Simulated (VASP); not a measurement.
GaSb, 2 atoms in the cell. It takes space group F-43m (No. 216, cubic). Conventional cell: a = 6.118 Å, b = 6.118 Å, c = 6.118 Å, α = 90.00°, β = 90.00°, γ = 90.00°. Within 3.5 Å of Sb (site symmetry -43m) lie 4 Ga at 2.65 Å. Within 3.5 Å of Ga (site symmetry -43m) lie 4 Sb at 2.65 Å. 

| Quantity | Value |
| --- | --- |
| Program | VASP 6.6.1 |
| Task | single point |
| Functional | SVWN5 |
| Potentials or basis | VASP PAW PBE potentials, release 64 (Sb, Ga_d) |
| Cutoff | 520 eV |
| k mesh | 8 × 8 × 8 |
| Occupations | fermi-dirac, width 0.05 eV |
| Spin | no spin polarisation |
| Dipole correction | no |
| Further INCAR settings | ALGO = Normal; EDIFF = 1e-07; NBANDS = 16 |

Potentials or basis: VASP PAW PBE potentials, release 64 (Sb, Ga_d).

Run with:

```console
$ cat potpaw_PBE.64/Sb/POTCAR potpaw_PBE.64/Ga_d/POTCAR > POTCAR
$ mpirun -np 1 vasp_std > vasp.out
```

Hardware: 1 thread of Intel(R) Xeon(R) Platinum 8488C (Sapphire Rapids), with other jobs on the host.

Estimate the wall time of this run.

Run time: 18 s on 1 thread of Intel(R) Xeon(R) Platinum 8488C (Sapphire Rapids), with other jobs on the host, peak memory 0.16 GiB. Counts: scf iterations 12, k points 29.
